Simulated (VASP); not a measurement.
# BAs (F-43m) in VASP: a series of runs

Runs on BAs. Level: PBEsol. Tasks: single point, relaxation of cell and atoms.

Everything below comes from runs of VASP 6.6.1. Logs are shortened: lines on timing, memory, paths and dates and some standing lists are left out, and cuts for length are marked.

**1. The cell of the first run**

The structure is cubic, space group F-43m (No. 216). Conventional cell: a = 4.670 Å, b = 4.670 Å, c = 4.670 Å, α = 90.00°, β = 90.00°, γ = 90.00°. Within 2.7 Å of B (site symmetry -43m) lie 4 As at 2.02 Å. Within 2.7 Å of As (site symmetry -43m) lie 4 B at 2.02 Å.

**2. Single point, PBEsol**

INCAR reads:

```
SYSTEM = BAs
ALGO = Normal ; EDIFF = 1E-6
ENCUT = 500 ; GGA = PS
GGA_COMPAT = .False. ; ISIF = 2
ISMEAR = 0 ; LASPH = .True.
LCHARG = .False. ; LREAL = .False.
LWAVE = .False. ; NBANDS = 11
NELM = 120 ; PREC = Accurate
SIGMA = 0.01
```

KPOINTS reads:

```
k-points
0
Gamma
  6 6 6
  0 0 0
```

POSCAR reads:

```
BAs
1.0
    0.0000000000      2.3350974530      2.3350974530
    2.3350974530      0.0000000000      2.3350974530
    2.3350974530      2.3350974530      0.0000000000
B As
1 1
Direct
    0.0000000000      0.0000000000      0.0000000000
    0.2500000000      0.2500000000      0.2500000000
```

Potentials or basis: VASP PAW PBE potentials, release 64 (B, As).

The run is started by

```console
> cat potpaw_PBE.64/B/POTCAR potpaw_PBE.64/As/POTCAR > POTCAR
> mpirun -np 1 vasp_std > vasp.out
```

OUTCAR:

```text
SYSTEM = BAs
   EDIFF = 1E-6
   ENCUT = 500
   GGA = PS
   ISIF = 2
   ISMEAR = 0
   LASPH = .True.
   LREAL = .False.
   NELM = 120
   PREC = Accurate

 ion  position               nearest neighbor table
   1  0.000  0.000  0.000-   2 2.02   2 2.02   2 2.02   2 2.02
   2  0.250  0.250  0.250-   1 2.02   1 2.02   1 2.02   1 2.02

  LATTYP: Found a face centered cubic cell.
 ALAT       =     4.6701949060

  Lattice vectors:

 A1 = (   0.0000000000,   2.3350974530,   2.3350974530)
 A2 = (   2.3350974530,   0.0000000000,   2.3350974530)
 A3 = (   2.3350974530,   2.3350974530,   0.0000000000)

Analysis of symmetry for initial positions (statically):
=====================================================================
 Subroutine PRICEL returns:
 Original cell was already a primitive cell.

 Routine SETGRP: Setting up the symmetry group for a
 face centered cubic supercell.

 Subroutine GETGRP returns: Found 24 space group operations
 (whereof 24 operations were pure point group operations)
 out of a pool of 48 trial point group operations.

The static configuration has the point symmetry T_d .

Analysis of symmetry for dynamics (positions and initial velocities):
=====================================================================
 Subroutine PRICEL returns:
 Original cell was already a primitive cell.

 Routine SETGRP: Setting up the symmetry group for a
 face centered cubic supercell.

 Subroutine GETGRP returns: Found 24 space group operations
 (whereof 24 operations were pure point group operations)
 out of a pool of 48 trial point group operations.

The dynamic configuration has the point symmetry T_d .

 Subroutine INISYM returns: Found 24 space group operations
 (whereof 24 operations are pure point group operations),
 and found     1 'primitive' translations

----------------------------------------------------------------------------------------

                                     Primitive cell

  volume of cell :      25.4651

  direct lattice vectors                    reciprocal lattice vectors
     0.000000000  2.335097453  2.335097453    -0.214123826  0.214123826  0.214123826
     2.335097453  0.000000000  2.335097453     0.214123826 -0.214123826  0.214123826
     2.335097453  2.335097453  0.000000000     0.214123826  0.214123826 -0.214123826

  length of vectors
     3.302326487  3.302326487  3.302326487     0.370873345  0.370873345  0.370873345

  position of ions in fractional coordinates (direct lattice)
     0.000000000  0.000000000  0.000000000
     0.250000000  0.250000000  0.250000000

  ion indices of the primitive-cell ions
   primitive index   ion index
                 1           1
                 2           2

----------------------------------------------------------------------------------------

 KPOINTS: k-points

Automatic generation of k-mesh.
 Grid dimensions read from file:
 generate k-points for:    6    6    6

 Generating k-lattice:

  Cartesian coordinates                     Fractional coordinates (reciprocal lattice)
    -0.035687304  0.035687304  0.035687304     0.166666667  0.000000000  0.000000000
     0.035687304 -0.035687304  0.035687304     0.000000000  0.166666667  0.000000000
     0.035687304  0.035687304 -0.035687304     0.000000000  0.000000000  0.166666667

  Length of vectors
     0.061812224  0.061812224  0.061812224

  Shift w.r.t. Gamma in fractional coordinates (k-lattice)
     0.000000000  0.000000000  0.000000000

 Subroutine IBZKPT returns following result:
 ===========================================

 Found     16 irreducible k-points:

 Following reciprocal coordinates:
            Coordinates               Weight
  0.000000  0.000000  0.000000      1.000000
  0.166667  0.000000  0.000000      8.000000
  0.333333  0.000000  0.000000      8.000000
  0.500000  0.000000  0.000000      4.000000
  0.166667  0.166667  0.000000      6.000000
  0.333333  0.166667  0.000000     24.000000
[... 8 lines left out ...]
 -0.333333  0.333333  0.166667     24.000000
 -0.333333  0.500000  0.166667     12.000000
   k-points           NKPTS =     16   k-points in BZ     NKDIM =     16   number of bands    NBANDS=     11
   number of dos      NEDOS =    301   number of ions     NIONS =      2
   total plane-waves  NPLWV =  13824
   dimension x,y,z NGX =    24 NGY =   24 NGZ =   24
   dimension x,y,z NGXF=    48 NGYF=   48 NGZF=   48
   ions per type =               1   1
   NGX,Y,Z   is equivalent  to a cutoff of  12.08, 12.08, 12.08 a.u.
   NGXF,Y,Z  is equivalent  to a cutoff of  24.16, 24.16, 24.16 a.u.
 SYSTEM =  BAs
   PREC   = accura    normal or accurate (medium, high low for compatibility)
   ISTART =      0    job   : 0-new  1-cont  2-samecut
   ICHARG =      2    charge: 1-file 2-atom 10-const
   ISPIN  =      1    spin polarized calculation?
   LNONCOLLINEAR =      F non collinear calculations
   LSORBIT =      F    spin-orbit coupling
   LASPH  =      T    aspherical Exc in radial PAW
   ENCUT  =  500.0 eV  36.75 Ry    6.06 a.u.   6.02  6.02  6.02*2*pi/ulx,y,z
   NELM   =    120;   NELMIN=  2; NELMDL= -5     # of ELM steps
   EDIFF  = 0.1E-05   stopping-criterion for ELM
   LREAL  =      F    real-space projection
   EDIFFG = 0.1E-04   stopping-criterion for IOM
   NSW    =      0    number of steps for IOM
   IBRION =     -1    ionic relax: 0-MD 1-quasi-New 2-CG
   NFREE  =      0    steps in history (QN), initial steepest desc. (CG)
   ISIF   =      2    stress and relaxation
   ISYM   =      2    0-nonsym 1-usesym 2-fastsym
   POTIM  = 0.5000    time-step for ionic-motion
   TEBEG  =    0.0;   TEEND  =   0.0 temperature during run
   PSTRESS=    0.0 pullay stress
   NELECT =       8.0000    total number of electrons
   NUPDOWN=      -1.0000    fix difference up-down
   EMIN   =  10.00;   EMAX   =-10.00  energy-range for DOS
   EFERMI =   0.00;   METHOD = LEGACY
   ISMEAR =     0;   SIGMA  =   0.01  broadening in eV -4-tet -1-fermi 0-gaus
   EFERMI_NEDOS =   21; number of points for ismear=-14 and -15
   IALGO  =     38    algorithm
   IMIX   =      4    mixing-type and parameters
     AMIX     =   0.40;   BMIX     =  1.00
     AMIX_MAG =   1.60;   BMIX_MAG =  1.00
  volume/ion in A,a.u.               =      12.73        85.92
  Fermi-wavevector in a.u.,A,eV,Ry     =   1.112901  2.103078 16.851474  1.238548
  Thomas-Fermi vector in A             =   2.249480
   LORBIT       =      0    0 simple, 1 ext, 2 COOP (PROOUT), +10 PAW based schemes
   GGA     = PS    functional components
   LHFCALC =     F    Hartree Fock is set to
   AEXX    =    0.0000 exact exchange contribution
   IVDW    =     0    specifies the selected vdW correction
   LEPSILON=     F    determine dielectric tensor
   LRPA    =     F    only Hartree local field effects (RPA)
 non-spin polarized calculation
 Gauss-broadening in eV      SIGMA  =   0.01
  energy-cutoff  :      500.00
  volume of cell :       25.47
 maximum number of plane-waves:       656
   NGX = 13   NGY = 13   NGZ = 13

 number of electron       8.0000001 magnetization

 Free energy of the ion-electron system (eV)
  ---------------------------------------------------
  ext. energy  EPLUGINS =         0.00000000
  ---------------------------------------------------
  free energy    TOTEN  =       -12.12435730 eV

  energy without entropy =      -12.12435730  energy(sigma->0) =      -12.12435730

 E-fermi :   6.8791     XC(G=0): -11.0189

 val. band max:        6.8202576161   @ k =   0.0000   0.0000   0.0000
 cond. band min:       7.9440825604   @ k =   0.3333   0.3333   0.0000
 fundamental gap:      1.1238249443
 Fermi energy:         6.8790939905

 k-point     1 :       0.0000    0.0000    0.0000
  band No.  band energies     occupation
      1      -9.2586      2.00000
      2       6.8203      2.00000
      3       6.8203      2.00000
      4       6.8203      2.00000
      5      10.1450      0.00000
      6      10.1450      0.00000
      7      10.1450      0.00000
      8      12.3784      0.00000
      9      16.5117      0.00000
     10      20.0320      0.00000
     11      20.0320      0.00000

 k-point     2 :       0.1667    0.0000    0.0000
  band No.  band energies     occupation
      1      -8.7754      2.00000
      2       3.7233      2.00000
      3       6.0810      2.00000
      4       6.0810      2.00000
      5      10.3854      0.00000
      6      11.0954      0.00000
      7      11.0954      0.00000
      8      14.0606      0.00000
      9      18.0418      0.00000
     10      18.1907      0.00000
     11      18.1907      0.00000

 k-point     3 :       0.3333    0.0000    0.0000
  band No.  band energies     occupation
      1      -7.4108      2.00000
      2      -0.2943      2.00000
      3       5.1937      2.00000
      4       5.1937      2.00000
      5      10.0317      0.00000
      6      11.7219      0.00000
      7      11.7219      0.00000
      8      15.6599      0.00000
      9      18.6222      0.00000
     10      19.0413      0.00000
     11      19.0413      0.00000

 k-point     4 :       0.5000    0.0000    0.0000
  band No.  band energies     occupation
      1      -6.1181      2.00000
      2      -2.5318      2.00000
      3       4.8714      2.00000
      4       4.8714      2.00000
      5       9.8835      0.00000
      6      11.6181      0.00000
      7      11.6181      0.00000
      8      15.6383      0.00000
      9      19.8991      0.00000
     10      21.8335      0.00000
     11      21.8335      0.00000
[... 127 lines left out ...]
 k-point    14 :       0.5000    0.3333    0.1667
  band No.  band energies     occupation
      1      -6.2424      2.00000
      2      -0.1742      2.00000
      3       1.5491      2.00000
      4       3.3330      2.00000
      5      10.6189      0.00000
      6      12.0299      0.00000
      7      12.9558      0.00000
      8      16.3194      0.00000
      9      18.5993      0.00000
     10      21.0133      0.00000
     11      23.5970      0.00000

 k-point    15 :      -0.3333    0.3333    0.1667
  band No.  band energies     occupation
      1      -5.0826      2.00000
      2      -1.6294      2.00000
      3       1.0051      2.00000
      4       2.6139      2.00000
      5      11.1304      0.00000
      6      12.2400      0.00000
      7      14.5792      0.00000
      8      16.0645      0.00000
      9      17.3890      0.00000
     10      21.7253      0.00000
     11      23.8398      0.00000

 k-point    16 :      -0.3333    0.5000    0.1667
  band No.  band energies     occupation
      1      -4.5516      2.00000
      2      -1.7264      2.00000
      3       1.2235      2.00000
      4       1.4196      2.00000
      5      10.5335      0.00000
      6      10.8369      0.00000
      7      15.8669      0.00000
      8      16.0711      0.00000
      9      19.6532      0.00000
     10      23.0844      0.00000
     11      23.2691      0.00000

------------------------ aborting loop because EDIFF is reached ----------------------------------------

  FORCE on cell =-STRESS in cart. coord.  units (eV):
  Direction    XX          YY          ZZ          XY          YZ          ZX
  --------------------------------------------------------------------------------------
  -------------------------------------------------------------------------------------
  Total        1.7675454      1.7675454      1.7675454      0.0000000     -0.0000000      0.0000000
  in kB      111.2080288    111.2080288    111.2080288      0.0000000     -0.0000000      0.0000000
  external PRESSURE =     111.2080288 kB  Pullay stress =       0.0000000 kB

 VOLUME and BASIS-vectors are now :
 -----------------------------------------------------------------------------
  energy-cutoff  :      500.00
  volume of cell :       25.47
      direct lattice vectors                 reciprocal lattice vectors
     0.000000000  2.335097453  2.335097453    -0.214123826  0.214123826  0.214123826
     2.335097453  0.000000000  2.335097453     0.214123826 -0.214123826  0.214123826
     2.335097453  2.335097453  0.000000000     0.214123826  0.214123826 -0.214123826

 POSITION                                       TOTAL-FORCE (eV/Angst)
 -----------------------------------------------------------------------------------
      0.00000      0.00000      0.00000         0.000000     -0.000000     -0.000000
      1.16755      1.16755      1.16755        -0.000000      0.000000      0.000000
 -----------------------------------------------------------------------------------
    total drift:                                0.000000      0.000000      0.000000

  FREE ENERGIE OF THE ION-ELECTRON SYSTEM (eV)
  ---------------------------------------------------
  free  energy   TOTEN  =       -12.1243573006 eV

  energy  without entropy=      -12.1243573006  energy(sigma->0) =      -12.12435730
```

It took 2.2 s on 1 thread of Intel Xeon 6975P-C (Granite Rapids), shared host; peak memory 0.13 GiB.

What came out:

* Free energy: -12.1244 eV
* Pressure: 11.1 GPa
* Band gap on the k mesh: 1.12 eV, indirect (least direct gap 3.32 eV)

Caveat: the PAW data sets were made with another functional, which shifts forces and pressure a little. A k mesh can miss the band edges.

**3. Relaxation of cell and atoms, PBEsol, target pressure -2 GPa, at which the enthalpy is minimised**

This run uses another cell than the first one, of 13.63 Å³/atom, 1.070 times its volume.

INCAR reads:

```
ALGO = Normal
EDIFF = 1E-7
EDIFFG = -0.01
ENCUT = 500
GGA = PS
GGA_COMPAT = False
IBRION = 2
ISIF = 3
ISMEAR = 0
LASPH = True
LCHARG = False
LREAL = False
LWAVE = False
NELM = 120
NELMIN = 4
NSW = 80
PREC = Accurate
PSTRESS = -20.0
SIGMA = 0.01
```

KPOINTS reads:

```
k-points
0
Gamma
  6 6 6
```

POSCAR reads:

```
BAs
1.0
    0.0000000000      2.3885000000      2.3885000000
    2.3885000000      0.0000000000      2.3885000000
    2.3885000000      2.3885000000      0.0000000000
B As
1 1
Direct
    0.0000000000      0.0000000000      0.0000000000
    0.2500000000      0.2500000000      0.2500000000
```

Potentials or basis: VASP PAW PBE potentials, release 64 (B, As).

The run is started by

```console
> cat potpaw_PBE.64/B/POTCAR potpaw_PBE.64/As/POTCAR > POTCAR
> mpirun -np 1 vasp_std > vasp.out
```

OUTCAR:

```text
EDIFF = 1E-7
   EDIFFG = -0.01
   ENCUT = 500
   GGA = PS
   IBRION = 2
   ISIF = 3
   ISMEAR = 0
   LASPH = True
   LREAL = False
   NELM = 120
   NELMIN = 4
   NSW = 80
   PREC = Accurate
   PSTRESS = -20.0

 ion  position               nearest neighbor table
   1  0.000  0.000  0.000-   2 2.07   2 2.07   2 2.07   2 2.07
   2  0.250  0.250  0.250-   1 2.07   1 2.07   1 2.07   1 2.07

  LATTYP: Found a face centered cubic cell.
 ALAT       =     4.7770000000

  Lattice vectors:

 A1 = (   0.0000000000,   2.3885000000,   2.3885000000)
 A2 = (   2.3885000000,   0.0000000000,   2.3885000000)
 A3 = (   2.3885000000,   2.3885000000,   0.0000000000)

Analysis of symmetry for initial positions (statically):
[... 170 lines left out ...]
  FORCE on cell =-STRESS in cart. coord.  units (eV):
  Direction    XX          YY          ZZ          XY          YZ          ZX
  --------------------------------------------------------------------------------------
  -------------------------------------------------------------------------------------
  Total        0.0172091      0.0172091      0.0172091      0.0000000      0.0000000      0.0000000
  in kB        1.0117278      1.0117278      1.0117278      0.0000000      0.0000000      0.0000000
  external PRESSURE =      21.0117278 kB  Pullay stress =     -20.0000000 kB
[... 63 lines left out ...]
--------------------------------------- Ionic step        3  -------------------------------------------

 number of electron       8.0000000 magnetization

 Free energy of the ion-electron system (eV)
  ---------------------------------------------------
  ext. energy  EPLUGINS =         0.00000000
  ---------------------------------------------------
  free energy    TOTEN  =       -12.18141081 eV

  energy without entropy =      -12.18141081  energy(sigma->0) =      -12.18141081

 E-fermi :   5.9937     XC(G=0): -10.6634

 val. band max:        5.8827918115   @ k =   0.0000   0.0000   0.0000
 cond. band min:       7.0750843406   @ k =   0.3333   0.3333   0.0000
 fundamental gap:      1.1922925291
 Fermi energy:         5.9937407378

 k-point     1 :       0.0000    0.0000    0.0000
  band No.  band energies     occupation
      1      -9.4174      2.00000
      2       5.8828      2.00000
      3       5.8828      2.00000
      4       5.8828      2.00000
      5       9.1010      0.00000
      6       9.1010      0.00000
      7       9.1010      0.00000
      8      10.3713      0.00000
[... 196 lines left out ...]
  energy  without entropy=      -12.1814108128  energy(sigma->0) =      -12.18141081

  enthalpy is  TOTEN    =       -12.5268504923 eV   P V=       -0.3454396795

 reached required accuracy - stopping structural energy minimisation
```

OSZICAR:

```text
N       E                     dE             d eps       ncg     rms          rms(c)
DAV:   1     0.107698496213E+02    0.10770E+02   -0.37062E+03   256   0.849E+02
DAV:   2    -0.124764291664E+02   -0.23246E+02   -0.22433E+02   392   0.103E+02
DAV:   3    -0.127967323458E+02   -0.32030E+00   -0.32030E+00   288   0.164E+01
[... 22 lines left out ...]
DAV:   2    -0.121816701288E+02    0.79796E-03   -0.13482E-03   256   0.224E-01    0.845E-02
DAV:   3    -0.121814273820E+02    0.24275E-03   -0.54791E-04   312   0.130E-01    0.289E-02
DAV:   4    -0.121814114975E+02    0.15884E-04   -0.32022E-05   296   0.366E-02    0.163E-02
DAV:   5    -0.121814108114E+02    0.68616E-06   -0.23401E-06   336   0.999E-03    0.854E-03
DAV:   6    -0.121814108128E+02   -0.13987E-08   -0.14474E-07   240   0.262E-03
   3 F= -.12526850E+02 E0= -.12526850E+02  d E =-.271553E-02
```

Run time: 6.7 s. Hardware: 1 thread of Intel Xeon 6975P-C (Granite Rapids), shared host; peak memory 0.15 GiB.

What came out:

```yaml
Free_energy: -12.1814 eV
Relaxed_volume: 13.84 Å³/atom
Relaxed_cell: a = 3.395 Å, b = 3.395 Å, c = 3.395 Å, α = 60.00°, β = 60.00°, γ = 60.00°
Space_group_after_relaxing_to_0.05_Å: F-43m (No. 216)
Energy_change_on_relaxing_the_enthalpy_is_what_falls: +1.3 meV/atom
Ionic_steps: 3
Pressure_after_relaxing: -2.0 GPa
Band_gap_on_the_k_mesh: 1.19 eV, indirect (least direct gap 3.22 eV)
```

Step by step:
```tsv
step	energy change (eV)	largest force (eV/Å)	pressure (GPa)	volume (Å³)
1	0.0000	0.0000	0.10	27.25
2	0.0074	0.0000	-3.35	27.96
3	0.0025	0.0000	-1.99	27.67
```

Final structure:
```
CELL_PARAMETERS angstrom
0.00000 2.40072 2.40072
2.40072 0.00000 2.40072
2.40072 2.40072 0.00000
ATOMIC_POSITIONS crystal
B 0.00000 0.00000 0.00000
As 0.25000 0.25000 0.25000
```

Caveat: the cell is relaxed towards a set pressure, so the enthalpy falls and the energy may rise; the PAW data sets were made with another functional, which shifts forces and pressure a little. A k mesh can miss the band edges.
